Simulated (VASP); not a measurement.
**MgO: single point with PBEsol**

Crystal: MgO.

```xyz
4
Lattice="3.6607 0.0000 0.0000 -1.8303 3.1703 0.0000 0.0000 0.0000 4.0736" Properties=species:S:1:pos:R:3 pbc="T T T"
Mg    1.8303    1.0568    3.0552
Mg    0.0000    2.1135    1.0184
O     1.8303    1.0568    1.0184
O     0.0000    2.1135    3.0552
```

This cell differs from its parent crystal: strain +0.050 along x and y, -0.025 along z.

| Item | Value |
| --- | --- |
| Program | VASP 6.6.1 |
| Task | single point |
| Functional | PBEsol |
| Potentials or basis | VASP PAW PBE potentials, release 64 (Mg, O) |
| Cutoff | 520 eV |
| k mesh | 9 × 9 × 6 |
| Occupations | gaussian, width 0.05 eV |
| Spin | no spin polarisation |
| Dipole correction | no |
| Further INCAR settings | ALGO = Normal; EDIFF = 1e-06; NBANDS = 16 |

```yaml
Pressure: -6.0 GPa
Band_gap_on_the_k_mesh: 3.08 eV, direct
```

Stress tensor (GPa, compression positive):
```
-9.42  0.00  0.00
 0.00 -9.42  0.00
 0.00  0.00  0.86
```

Levels at points of the mesh, in eV from the valence-band top:
```
           k point  band 6  band 7  band 8  band 9  band 10  band 11
(0.00, 0.00, 0.00)   -0.51   -0.51    0.00    3.08     9.26    11.64
(0.00, 0.00, 0.50)   -1.08   -1.08   -1.08    6.17     6.17    11.99
```

Run time: 57 s on 1 thread of Intel Xeon 8259CL (shared host), peak memory 0.18 GiB.

Caveat: the cell differs from its parent crystal (strain +0.050 along x and y, -0.025 along z); the PAW data sets were made with another functional, which shifts forces and pressure a little.
